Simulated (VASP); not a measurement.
Input of a VASP 6.6.1 run:

Contents of INCAR:

```
SYSTEM = Ta
PREC = Accurate ; ENCUT = 600
EDIFF = 1E-7 ; ISMEAR = 0
SIGMA = 0.1 ; LREAL = .FALSE.
LASPH = .TRUE. ; NELM = 60
ALGO = Normal ; ISIF = 3
LWAVE = .FALSE. ; LCHARG = .FALSE.
GGA = PE ; IBRION = 2
NSW = 100 ; EDIFFG = -0.01
```

Contents of KPOINTS:

```
Automatic mesh
0
G
  20 20 20
  0 0 0
```

File POSCAR:

```
Ta
1.0
    2.7527785252      0.0000000000      0.0000000000
    0.0000000000      2.7527785252      0.0000000000
    0.0000000000      0.0000000000      2.7527785252
Ta
1
Direct
    0.0000000000      0.0000000000      0.0000000000
```

Potentials or basis: VASP PAW PBE potentials, release 64 (Ta_pv).

Launch:

```bash
$ cat potpaw_PBE.64/Ta_pv/POTCAR > POTCAR
$ mpirun -np 1 vasp_std > vasp.out
```

(1) Predict the relaxed cell.

(2) What does it give for the band gap on the k mesh?

(3) Estimate the relaxed volume.

## Answers

(1) a = 2.747 Å, b = 2.747 Å, c = 2.747 Å, α = 90.00°, β = 90.00°, γ = 90.00°.

(2) zero (an odd number of electrons rules out a gap without spin polarisation).

(3) 20.72 Å³/atom.

Caveat: spin-orbit coupling is left out, which moves the levels of the heavy elements.
